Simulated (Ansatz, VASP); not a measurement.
Two plane-wave programs on K

```
CELL_PARAMETERS angstrom
4.26309 -4.26278 0.00000
4.26309 4.26278 0.00000
0.00000 0.00000 11.14492
ATOMIC_POSITIONS crystal
K 0.50000 0.00000 0.30920
K 0.00000 0.50000 0.69080
K 0.00000 0.50000 0.30920
K 0.50000 0.00000 0.69080
K 0.00000 0.00000 0.00000
```

Alike in both runs: functional PBEsol; k mesh 6 × 6 × 4; occupations gaussian, width 0.1 eV; no spin polarisation.

Ansatz relaxed the structure, and its values are those at the end. VASP's run is a single point on that final structure, the one shown.

```csv
,VASP,Ansatz
version,VASP 6.6.1,Ansatz 0.2.0
potentials or method,"VASP PAW PBE potentials, release 64 (K_sv), cutoff 520 eV","scalar-relativistic, plane waves, PAW"
valence electrons in the cell,45,45
```

|  | VASP | Ansatz | Ansatz less VASP |
| --- | --- | --- | --- |
| gap on the k mesh at the Fermi level (eV) | none | none | - |
| pressure (GPa) | 0.0 | 0.0 | +0.01 |

VASP's potentials were made for PBE, not for PBEsol. A gap of «none» marks a metal or a gap that the smearing closes. With one functional, cell and mesh, what is left measures potentials, basis and numerics.
